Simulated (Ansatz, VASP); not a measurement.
Two plane-wave programs on Ta

```
CELL_PARAMETERS angstrom
2.87369 0.00000 0.00000
-1.43685 2.48869 0.00000
0.00000 0.00000 5.08469
ATOMIC_POSITIONS crystal
Ta 0.33333 0.66667 0.25000
Ta 0.66667 0.33333 0.75000
```

Alike in both runs: functional PBE; dispersion D3(BJ); k mesh 18 × 18 × 10; occupations gaussian, width 0.1 eV; no spin polarisation.

Ansatz relaxed the structure, and its values are those at the end. VASP's run is a single point on that final structure, the one shown.

|  | VASP | Ansatz |
| --- | --- | --- |
| version | VASP 6.6.1 | Ansatz 0.2.0 |
| potentials or method | VASP PAW PBE potentials, release 64 (Ta_pv), cutoff 500 eV | scalar-relativistic, plane waves, PAW |
| valence electrons in the cell | 22 | 26 |

|  | VASP | Ansatz | Ansatz less VASP |
| --- | --- | --- | --- |
| gap on the k mesh at the Fermi level (eV) | none | none | - |
| pressure (GPa) | 0.1 | 0.0 | -0.10 |

A gap of «none» marks a metal or a gap that the smearing closes. VASP's potentials hold 22 valence electrons a cell and Ansatz's 26, so a difference there can come from the potentials and not from the codes.

Neither program's run includes spin-orbit coupling.
